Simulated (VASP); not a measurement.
# FeNi3 (Pm-3m) in VASP: further runs

FeNi3 is run at these levels: LDA; tasks: single point.

All numbers are computed with VASP 6.6.1; they aren't measurements. Logs are shortened: lines on timing, memory, paths and dates and some standing lists are left out, and cuts for length are marked.

## Step 1: The cell of the first run

Symmetry: Pm-3m, No. 221, cubic system. Conventional cell: a = 3.448 Å, b = 3.448 Å, c = 3.448 Å, α = 90.00°, β = 90.00°, γ = 90.00°. Within 3.2 Å of Fe (site symmetry m-3m) lie 12 Ni at 2.44 Å. Ni (site symmetry 4/mmm) has 4 Fe at 2.44 Å and 8 Ni at 2.44 Å within 3.2 Å.

## Step 2: Single point, LDA, collinear spin, ferromagnetic start

Contents of INCAR:

```
SYSTEM = FeNi3
PREC = Accurate
ENCUT = 520
EDIFF = 1E-6
ISMEAR = -1
SIGMA = 0.08
LREAL = .False.
LASPH = .True.
NELM = 150
ALGO = Normal
ISIF = 2
LWAVE = .False.
LCHARG = .False.
ISPIN = 2
MAGMOM = 2.7 0.7 0.7 0.7
LORBIT = 11
LMAXMIX = 4
GGA = CA
NBANDS = 31
```

Contents of KPOINTS:

```
Automatic mesh
0
Gamma
  10 10 10
  0 0 0
```

Contents of POSCAR:

```
FeNi3
1.0
    3.4477303903      0.0000000000      0.0000000000
    0.0000000000      3.4477303903      0.0000000000
    0.0000000000      0.0000000000      3.4477303903
Fe Ni
1 3
Direct
    0.0000000000      0.0000000000      0.0000000000
    0.0000000000      0.5000000000      0.5000000000
    0.5000000000      0.0000000000      0.5000000000
    0.5000000000      0.5000000000      0.0000000000
```

Potentials or basis: VASP PAW LDA potentials, release 64 (Fe, Ni).

On the command line:

```
> cat potpaw_LDA.64/Fe/POTCAR potpaw_LDA.64/Ni/POTCAR > POTCAR
> mpirun -np 1 vasp_std > vasp.out
```

OUTCAR:

```text
SYSTEM = FeNi3
   PREC = Accurate
   ENCUT = 520
   EDIFF = 1E-6
   ISMEAR = -1
   LREAL = .False.
   LASPH = .True.
   NELM = 150
   ISIF = 2
   ISPIN = 2
   LORBIT = 11
   GGA = CA

 ion  position               nearest neighbor table
   1  0.000  0.000  0.000-   2 2.44   3 2.44   4 2.44   2 2.44   3 2.44   2 2.44   4 2.44   2 2.44
                             3 2.44   4 2.44   3 2.44   4 2.44
   2  0.000  0.500  0.500-   1 2.44   3 2.44   4 2.44   1 2.44   4 2.44   1 2.44   3 2.44   1 2.44
                             3 2.44   4 2.44   4 2.44   3 2.44
   3  0.500  0.000  0.500-   1 2.44   2 2.44   4 2.44   1 2.44   4 2.44   2 2.44   4 2.44   4 2.44
                             1 2.44   2 2.44   1 2.44   2 2.44
   4  0.500  0.500  0.000-   1 2.44   2 2.44   3 2.44   2 2.44   3 2.44   1 2.44   3 2.44   3 2.44
                             1 2.44   2 2.44   2 2.44   1 2.44

  LATTYP: Found a simple cubic cell.
 ALAT       =     3.4477303903

  Lattice vectors:

 A1 = (   3.4477303903,   0.0000000000,   0.0000000000)
 A2 = (   0.0000000000,   3.4477303903,   0.0000000000)
 A3 = (   0.0000000000,   0.0000000000,   3.4477303903)

Analysis of symmetry for initial positions (statically):
=====================================================================
 Subroutine PRICEL returns:
 Original cell was already a primitive cell.

 Routine SETGRP: Setting up the symmetry group for a
 simple cubic supercell.

 Subroutine GETGRP returns: Found 48 space group operations
 (whereof 48 operations were pure point group operations)
 out of a pool of 48 trial point group operations.

The static configuration has the point symmetry O_h .

Analysis of symmetry for dynamics (positions and initial velocities):
=====================================================================
 Subroutine PRICEL returns:
 Original cell was already a primitive cell.

 Routine SETGRP: Setting up the symmetry group for a
 simple cubic supercell.

 Subroutine GETGRP returns: Found 48 space group operations
 (whereof 48 operations were pure point group operations)
 out of a pool of 48 trial point group operations.

The dynamic configuration has the point symmetry O_h .

Analysis of structural, dynamic, and magnetic symmetry:
=====================================================================
 Subroutine PRICEL returns:
 Original cell was already a primitive cell.

 Routine SETGRP: Setting up the symmetry group for a
 simple cubic supercell.

 Subroutine GETGRP returns: Found 48 space group operations
 (whereof 48 operations were pure point group operations)
 out of a pool of 48 trial point group operations.

The overall configuration has the point symmetry O_h .

 Subroutine INISYM returns: Found 48 space group operations
 (whereof 48 operations are pure point group operations),
 and found     1 'primitive' translations

----------------------------------------------------------------------------------------

                                     Primitive cell

  volume of cell :      40.9826

  direct lattice vectors                    reciprocal lattice vectors
     3.447730390  0.000000000  0.000000000     0.290045881  0.000000000  0.000000000
     0.000000000  3.447730390  0.000000000     0.000000000  0.290045881  0.000000000
     0.000000000  0.000000000  3.447730390     0.000000000  0.000000000  0.290045881

  length of vectors
     3.447730390  3.447730390  3.447730390     0.290045881  0.290045881  0.290045881

  position of ions in fractional coordinates (direct lattice)
     0.000000000  0.000000000  0.000000000
     0.000000000  0.500000000  0.500000000
     0.500000000  0.000000000  0.500000000
     0.500000000  0.500000000  0.000000000

  ion indices of the primitive-cell ions
   primitive index   ion index
                 1           1
                 2           2
                 3           3
                 4           4

----------------------------------------------------------------------------------------

 KPOINTS: Automatic mesh

Automatic generation of k-mesh.
 Grid dimensions read from file:
 generate k-points for:   10   10   10

 Generating k-lattice:

  Cartesian coordinates                     Fractional coordinates (reciprocal lattice)
     0.029004588  0.000000000  0.000000000     0.100000000  0.000000000  0.000000000
     0.000000000  0.029004588  0.000000000     0.000000000  0.100000000  0.000000000
     0.000000000  0.000000000  0.029004588     0.000000000  0.000000000  0.100000000

  Length of vectors
     0.029004588  0.029004588  0.029004588

  Shift w.r.t. Gamma in fractional coordinates (k-lattice)
     0.000000000  0.000000000  0.000000000

 Subroutine IBZKPT returns following result:
 ===========================================

 Found     56 irreducible k-points:

 Following reciprocal coordinates:
            Coordinates               Weight
  0.000000  0.000000  0.000000      1.000000
  0.100000  0.000000  0.000000      6.000000
  0.200000  0.000000  0.000000      6.000000
  0.300000  0.000000  0.000000      6.000000
  0.400000  0.000000  0.000000      6.000000
  0.500000  0.000000  0.000000      3.000000
[... 16 lines left out ...]
  0.200000  0.100000  0.100000     24.000000
  0.300000  0.100000  0.100000     24.000000
 [... further k-points ...]
   k-points           NKPTS =     56   k-points in BZ     NKDIM =     56   number of bands    NBANDS=     31
   number of dos      NEDOS =    301   number of ions     NIONS =      4
   total plane-waves  NPLWV =  21952
   dimension x,y,z NGX =    28 NGY =   28 NGZ =   28
   dimension x,y,z NGXF=    56 NGYF=   56 NGZF=   56
   ions per type =               1   3
   NGX,Y,Z   is equivalent  to a cutoff of  13.50, 13.50, 13.50 a.u.
   NGXF,Y,Z  is equivalent  to a cutoff of  27.00, 27.00, 27.00 a.u.
 SYSTEM =  FeNi3
   PREC   = accura    normal or accurate (medium, high low for compatibility)
   ISTART =      0    job   : 0-new  1-cont  2-samecut
   ICHARG =      2    charge: 1-file 2-atom 10-const
   ISPIN  =      2    spin polarized calculation?
   LNONCOLLINEAR =      F non collinear calculations
   LSORBIT =      F    spin-orbit coupling
   LASPH  =      T    aspherical Exc in radial PAW
   ENCUT  =  520.0 eV  38.22 Ry    6.18 a.u.   6.41  6.41  6.41*2*pi/ulx,y,z
   NELM   =    150;   NELMIN=  2; NELMDL= -5     # of ELM steps
   EDIFF  = 0.1E-05   stopping-criterion for ELM
   LREAL  =      F    real-space projection
   EDIFFG = 0.1E-04   stopping-criterion for IOM
   NSW    =      0    number of steps for IOM
   IBRION =     -1    ionic relax: 0-MD 1-quasi-New 2-CG
   NFREE  =      0    steps in history (QN), initial steepest desc. (CG)
   ISIF   =      2    stress and relaxation
   ISYM   =      2    0-nonsym 1-usesym 2-fastsym
   POTIM  = 0.5000    time-step for ionic-motion
   TEBEG  =    0.0;   TEEND  =   0.0 temperature during run
   PSTRESS=    0.0 pullay stress
   NELECT =      38.0000    total number of electrons
   NUPDOWN=      -1.0000    fix difference up-down
   EMIN   =  10.00;   EMAX   =-10.00  energy-range for DOS
   EFERMI =   0.00;   METHOD = LEGACY
   ISMEAR =    -1;   SIGMA  =   0.08  broadening in eV -4-tet -1-fermi 0-gaus
   EFERMI_NEDOS =   21; number of points for ismear=-14 and -15
   IALGO  =     38    algorithm
   IMIX   =      4    mixing-type and parameters
     AMIX     =   0.40;   BMIX     =  1.00
     AMIX_MAG =   1.60;   BMIX_MAG =  1.00
  volume/ion in A,a.u.               =      10.25        69.14
  Fermi-wavevector in a.u.,A,eV,Ry     =   1.596379  3.016719 34.673449  2.548427
  Thomas-Fermi vector in A             =   2.694151
   LORBIT       =     11    0 simple, 1 ext, 2 COOP (PROOUT), +10 PAW based schemes
   GGA     = CA    functional components
   LHFCALC =     F    Hartree Fock is set to
   AEXX    =    0.0000 exact exchange contribution
   IVDW    =     0    specifies the selected vdW correction
   LEPSILON=     F    determine dielectric tensor
   LRPA    =     F    only Hartree local field effects (RPA)
 spin polarized calculation
  energy-cutoff  :      520.00
  volume of cell :       40.98
 maximum number of plane-waves:      1141
 NGX is ok and might be reduce to    28
   NGX = 13   NGY = 13   NGZ = 13

 number of electron      37.9999979 magnetization       4.5301980

 Free energy of the ion-electron system (eV)
  ---------------------------------------------------
  ext. energy  EPLUGINS =         0.00000000
  ---------------------------------------------------
  free energy    TOTEN  =       -29.22466002 eV

  energy without entropy =      -29.15599935  energy(sigma->0) =      -29.19032969

 E-fermi :   9.3585     XC(G=0): -13.9780

 val. band max:        9.3421302332   @ k =   0.0000   0.0000   0.0000
 cond. band min:       9.3616458383   @ k =   0.4000   0.3000   0.3000
 fundamental gap:      0.0195156050
 Fermi energy:         9.3585017486

 spin component 1

 k-point     1 :       0.0000    0.0000    0.0000
  band No.  band energies     occupation
      1      -0.2237      1.00000
      2       3.7466      1.00000
      3       3.7466      1.00000
      4       4.2713      1.00000
      5       4.5115      1.00000
      6       4.5115      1.00000
[... 805 lines left out ...]
     30      23.8304      0.00000
     31      24.3208      0.00000

 [... further k-points ...]

 spin component 2

 k-point     1 :       0.0000    0.0000    0.0000
  band No.  band energies     occupation
      1      -0.0572      1.00000
      2       4.6096      1.00000
      3       4.6096      1.00000
      4       4.6611      1.00000
      5       5.3413      1.00000
      6       5.3413      1.00000
[... 805 lines left out ...]
     30      24.1977      0.00000
     31      24.7451      0.00000

 [... further k-points ...]
[... 5 lines left out ...]
  --------------------------------------------------------------------------------------
  -------------------------------------------------------------------------------------
  Total       -0.0746119     -0.0746119     -0.0746119      0.0000000      0.0000000     -0.0000000
  in kB       -2.9168802     -2.9168802     -2.9168802      0.0000000      0.0000000     -0.0000000
  external PRESSURE =      -2.9168802 kB  Pullay stress =       0.0000000 kB

 VOLUME and BASIS-vectors are now :
 -----------------------------------------------------------------------------
  energy-cutoff  :      520.00
  volume of cell :       40.98
      direct lattice vectors                 reciprocal lattice vectors
     3.447730390  0.000000000  0.000000000     0.290045881  0.000000000  0.000000000
     0.000000000  3.447730390  0.000000000     0.000000000  0.290045881  0.000000000
     0.000000000  0.000000000  3.447730390     0.000000000  0.000000000  0.290045881

 POSITION                                       TOTAL-FORCE (eV/Angst)
 -----------------------------------------------------------------------------------
      0.00000      0.00000      0.00000         0.000000      0.000000      0.000000
      0.00000      1.72387      1.72387         0.000000      0.000000      0.000000
      1.72387      0.00000      1.72387         0.000000      0.000000      0.000000
      1.72387      1.72387      0.00000         0.000000      0.000000      0.000000
 -----------------------------------------------------------------------------------
    total drift:                                0.000000      0.000000      0.000000

  FREE ENERGIE OF THE ION-ELECTRON SYSTEM (eV)
  ---------------------------------------------------
  free  energy   TOTEN  =       -29.2246600245 eV

  energy  without entropy=      -29.1559993491  energy(sigma->0) =      -29.19032969

 total charge

# of ion       s       p       d       tot
------------------------------------------
    1        0.507   0.564   6.220   7.291
    2        0.542   0.585   8.374   9.501
    3        0.542   0.585   8.374   9.501
    4        0.542   0.585   8.374   9.501
--------------------------------------------------
tot          2.134   2.320  31.341  35.794

 magnetization (x)

# of ion       s       p       d       tot
------------------------------------------
    1        0.007   0.007   2.670   2.684
    2       -0.012  -0.032   0.644   0.601
    3       -0.012  -0.032   0.644   0.601
    4       -0.012  -0.032   0.644   0.601
--------------------------------------------------
tot         -0.029  -0.088   4.603   4.487
```

It took 2.8 min on 1 thread of Intel Xeon Platinum 8488C (Sapphire Rapids), shared host; peak memory 0.22 GiB.

Results:

* Free energy: -29.2247 eV
* Pressure: -0.3 GPa
* Net moment: 4.53 μB per cell
* Site moments: Fe +2.68; Ni +0.60 μB
* Valence electrons inside the program's atomic spheres: Fe 7.29; Ni 9.50

Levels at points of the mesh, in eV from the Fermi level:
Spin up:
```
           k point  band 17  band 18  band 19  band 20  band 21  band 22  band 23  band 24  band 25  band 26
(0.00, 0.00, 0.00)    -0.47    -0.47    -0.40    -0.40    -0.40     2.35     2.35     2.35     9.74     9.74
(0.50, 0.00, 0.00)    -1.57    -1.57    -1.17    -1.02    -0.47    -0.40     8.07     8.07     8.08     8.08
(0.50, 0.50, 0.00)    -1.55    -1.55    -1.52    -1.50     1.00     1.00     1.18     1.22    11.87    12.03
(0.50, 0.50, 0.50)    -0.68    -0.59    -0.59    -0.59    -0.55    -0.55    -0.55    -0.51     6.15     6.15
```
Spin down:
| k point | band 13 | band 14 | band 15 | band 16 | band 17 | band 18 | band 19 | band 20 | band 21 | band 22 |
| --- | --- | --- | --- | --- | --- | --- | --- | --- | --- | --- |
| (0.00, 0.00, 0.00) | -0.02 | 0.26 | 0.26 | 0.26 | 0.98 | 0.98 | 1.37 | 1.37 | 1.37 | 2.54 |
| (0.50, 0.00, 0.00) | -1.10 | -1.10 | -0.95 | -0.41 | -0.21 | -0.21 | 0.26 | 0.36 | 0.54 | 1.35 |
| (0.50, 0.50, 0.00) | -1.37 | -1.33 | -1.33 | -0.89 | -0.82 | 0.12 | 0.12 | 0.20 | 1.59 | 1.59 |
| (0.50, 0.50, 0.50) | -0.49 | -0.34 | -0.34 | -0.34 | 0.03 | 0.03 | 0.03 | 0.86 | 0.86 | 0.86 |

## Step 3: Single point, LDA, collinear spin, ferromagnetic start

Changes to INCAR since step 2:

```diff
@@ -3,3 +3,3 @@
 ENCUT = 520
-EDIFF = 1E-6
+EDIFF = 1E-7
 ISMEAR = -1
@@ -14,6 +14,5 @@
 ISPIN = 2
-MAGMOM = 2.7 0.7 0.7 0.7
+MAGMOM = 3 1.5 1.5 1.5
 LORBIT = 11
 LMAXMIX = 4
-GGA = CA
 NBANDS = 31
```

KPOINTS is that of step 2.

POSCAR is that of step 2.

Potentials or basis: VASP PAW LDA potentials, release 64 (Fe, Ni).

On the command line:

```
> cat potpaw_LDA.64/Fe/POTCAR potpaw_LDA.64/Ni/POTCAR > POTCAR
> mpirun -np 1 vasp_std > vasp.out
```

Wall time 3.2 min (1 thread of Intel Xeon Platinum 8488C (Sapphire Rapids), shared host); peak memory 0.22 GiB.

It converged, with:

```
Free energy                                           : -29.2247 eV
Pressure                                              : -0.3 GPa
Net moment                                            : 4.53 μB per cell
Site moments                                          : Fe +2.68; Ni +0.60 μB
Valence electrons inside the program's atomic spheres : Fe 7.29; Ni 9.50
```

Levels at points of the mesh, in eV from the Fermi level:
Spin up:
```
           k point  band 17  band 18  band 19  band 20  band 21  band 22  band 23  band 24  band 25  band 26
(0.00, 0.00, 0.00)    -0.47    -0.47    -0.40    -0.40    -0.40     2.35     2.35     2.35     9.74     9.74
(0.50, 0.00, 0.00)    -1.57    -1.57    -1.17    -1.02    -0.47    -0.40     8.07     8.07     8.08     8.08
(0.50, 0.50, 0.00)    -1.55    -1.55    -1.52    -1.50     1.00     1.00     1.18     1.22    11.87    12.03
(0.50, 0.50, 0.50)    -0.68    -0.59    -0.59    -0.59    -0.55    -0.55    -0.55    -0.51     6.15     6.15
```
Spin down:
```tsv
k point	band 14	band 15	band 16	band 17	band 18	band 19	band 20	band 21
(0.00, 0.00, 0.00)	0.26	0.26	0.26	0.98	0.98	1.37	1.37	1.37
(0.50, 0.00, 0.00)	-1.10	-0.95	-0.41	-0.21	-0.21	0.26	0.36	0.54
(0.50, 0.50, 0.00)	-1.33	-1.33	-0.89	-0.82	0.12	0.12	0.20	1.59
(0.50, 0.50, 0.50)	-0.34	-0.34	-0.34	0.03	0.03	0.03	0.86	0.86
```

## Step 4: Single point, LDA, collinear spin, ferromagnetic start

Contents of INCAR:

```
ALGO = Normal
EDIFF = 1E-6
ENCUT = 520
GGA = CA
ISIF = 2
ISMEAR = -1
ISPIN = 2
LASPH = T
LCHARG = F
LMAXMIX = 4
LORBIT = 11
LREAL = F
LWAVE = F
MAGMOM = 2.7 0.7 0.7 0.7
NBANDS = 31
NELM = 150
PREC = Accurate
SIGMA = 0.08
```

Contents of KPOINTS:

```
k-points
0
Gamma
  10 10 10
```

POSCAR is that of step 3.

On the command line:

```
> cat potpaw_LDA.64/Fe/POTCAR potpaw_LDA.64/Ni/POTCAR > POTCAR
> mpirun -np 1 vasp_std > vasp.out
```

It took 2.5 min on 1 thread of Intel Xeon Platinum 8259CL at 2.50GHz (Skylake/Cascade Lake), shared host; peak memory 0.22 GiB.

The run converged. Its results:

```yaml
Free_energy: -29.2247 eV
Pressure: -0.3 GPa
Net_moment: 4.53 μB per cell
Site_moments: Fe +2.68; Ni +0.60 μB
Valence_electrons_inside_the_program's_atomic_spheres: Fe 7.29; Ni 9.50
```

Levels at points of the mesh, in eV from the Fermi level:
Spin up:
```csv
k point,band 18,band 19,band 20,band 21,band 22,band 23,band 24,band 25
"(0.00, 0.00, 0.00)",-0.47,-0.40,-0.40,-0.40,2.35,2.35,2.35,9.74
"(0.50, 0.00, 0.00)",-1.57,-1.17,-1.02,-0.47,-0.40,8.07,8.07,8.08
"(0.50, 0.50, 0.00)",-1.55,-1.52,-1.50,1.00,1.00,1.18,1.22,11.87
"(0.50, 0.50, 0.50)",-0.59,-0.59,-0.59,-0.55,-0.55,-0.55,-0.51,6.15
```
Spin down:
```
           k point  band 13  band 14  band 15  band 16  band 17  band 18  band 19  band 20  band 21  band 22
(0.00, 0.00, 0.00)    -0.02     0.26     0.26     0.26     0.98     0.98     1.37     1.37     1.37     2.54
(0.50, 0.00, 0.00)    -1.10    -1.10    -0.95    -0.41    -0.21    -0.21     0.26     0.36     0.54     1.35
(0.50, 0.50, 0.00)    -1.37    -1.33    -1.33    -0.89    -0.82     0.12     0.12     0.20     1.59     1.59
(0.50, 0.50, 0.50)    -0.49    -0.34    -0.34    -0.34     0.03     0.03     0.03     0.86     0.86     0.86
```
